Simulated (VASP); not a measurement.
Runs of VASP 6.6.1 on Na8AgH7 (a cell with a defect). The cell holds a defect, 16 atoms: a = 9.586 Å, b = 4.793 Å, c = 4.793 Å, α = 90.00°, β = 90.00°, γ = 90.00°. 

```tsv
level	spin	k mesh	cutoff (eV)	gap on the mesh (eV)	pressure (GPa)	moment (μB)	largest force (eV/Å)
PBEsol	collinear	2 × 2 × 2, shifted	400	2.90	(a)	0.00	3.01
PBEsol	collinear	1 × 1 × 1, shifted	400	-	9.7	0.00	2.93
PBEsol+D3(BJ)	off	2 × 2 × 2, shifted	520	2.90	5.8	-	3.01
PBEsol	off	2 × 2 × 2, shifted	520	2.90	7.8	-	3.01
```

Alike in all rows: task single point; potentials or basis VASP PAW PBE potentials, release 64 (H, Ag, Na_pv); cell as given; smearing fermi-dirac 0.05 eV.

Task: Fill in the values left out.

Result: (a) 7.4.

Caveats: all runs use coarse meshes; the PAW data sets were made with another functional, which shifts forces and pressure a little; three body term missing (at least some runs).

A k mesh can miss the band edges, and the runs leave out spin-orbit coupling on Ag.
